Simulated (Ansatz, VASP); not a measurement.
# KCl: VASP beside Ansatz

Contents of INCAR:

```
PREC = Accurate
ENCUT = 520
EDIFF = 1E-6
ISMEAR = -1
SIGMA = 0.03
LREAL = F
LASPH = T
NELM = 80
ALGO = Normal
ISIF = 2
LWAVE = F
LCHARG = F
GGA = CA
NBANDS = 15
```

File KPOINTS:

```
regular mesh
0
Gamma
  7 7 7
```

POSCAR

```
KCl
1.0
    0.0000000000      3.1349174826      3.1349174826
    3.1349174826      0.0000000000      3.1349174826
    3.1349174826      3.1349174826      0.0000000000
K Cl
1 1
Direct
    0.0000000000      0.0000000000      0.0000000000
    0.5000000000      0.5000000000      0.5000000000
```

Input for Ansatz:

```yaml
crystal:
  lattice:
    - [0.0, 3.1349174826, 3.1349174826]
    - [3.1349174826, 0.0, 3.1349174826]
    - [3.1349174826, 3.1349174826, 0.0]
  atoms:
    - { symbol: K, position: [0.0, 0.0, 0.0] }
    - { symbol: Cl, position: [0.5, 0.5, 0.5] }
kpoints:
  mp_grid: { grid: [7, 7, 7] }
  band_path:
    path:
      - [0.0, 0.0, 0.0]
      - [0.5, 0.0, 0.5]
      - [0.625, 0.25, 0.625]
      - [0.375, 0.375, 0.75]
      - [0.0, 0.0, 0.0]
      - [0.5, 0.5, 0.5]
      - [0.5, 0.25, 0.75]
      - [0.5, 0.0, 0.5]
    npoints: 5
scf:
  occupations: { method: fermi_dirac, width: 0.03 }
hamiltonian:
  xc: lda
  pseudopotentials: { kind: all_electron, lapw: { basis_error: 0.001 } }
output:
  forces: true
  stress: true
  eigenvalues: true
```

Change from the starting cell: volume scaled by 0.98.

Alike in both runs: task single point; functional LDA; k mesh 7 × 7 × 7; occupations fermi-dirac, width 0.03 eV; no spin polarisation.

|  | VASP | Ansatz |
| --- | --- | --- |
| version | VASP 6.6.1 | Ansatz 0.2.0 |
| potentials or method | VASP PAW LDA potentials, release 64 (K_sv, Cl), cutoff 520 eV | all-electron LAPW, scalar-relativistic |

|  | VASP | Ansatz | Ansatz less VASP |
| --- | --- | --- | --- |
| gap on the k mesh at the Fermi level (eV) | 4.78 | 4.78 | -0.003 |
| pressure (GPa) | -1.8 | -1.8 | -0.04 |

LDA's correlation is that of Perdew and Zunger in VASP and of Perdew and Wang (1992) in Ansatz. Ansatz ran all-electron here, and VASP with PAW potentials.
